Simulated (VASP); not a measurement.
Here is a VASP 6.6.1 calculation.

File INCAR:

```
PREC = Accurate
ENCUT = 600
EDIFF = 1E-6
ISMEAR = -1
SIGMA = 0.08
LREAL = False
LASPH = True
NELM = 60
ALGO = Normal
ISIF = 3
LWAVE = False
LCHARG = False
GGA = PE
IBRION = 2
NSW = 60
EDIFFG = -0.005
PSTRESS = 210.0
```

File KPOINTS:

```
regular mesh
0
Gamma
  16 16 16
```

POSCAR

```
AlN
1.0
    0.0000000000      1.9866355153      1.9866355153
    1.9866355153      0.0000000000      1.9866355153
    1.9866355153      1.9866355153      0.0000000000
Al N
1 1
Direct
    0.0000000000      0.0000000000      0.0000000000
    0.5000000000      0.5000000000      0.5000000000
```

Potentials or basis: VASP PAW PBE potentials, release 64 (Al, N).

Command:

```console
$ cat potpaw_PBE.64/Al/POTCAR potpaw_PBE.64/N/POTCAR > POTCAR
$ mpirun -np 1 vasp_std > vasp.out
```

(1) Predict the relaxed volume.

(2) Estimate the relaxed cell.

(3) Predict the space group after relaxing (to 0.1 Å).

Answers

(1) 7.83 Å³/atom.

(2) a = 2.809 Å, b = 2.809 Å, c = 2.809 Å, α = 60.00°, β = 60.00°, γ = 60.00°.

(3) Fm-3m (No. 225).

Caveat: the cell is relaxed towards a set pressure, so the run minimises the enthalpy, not the energy.
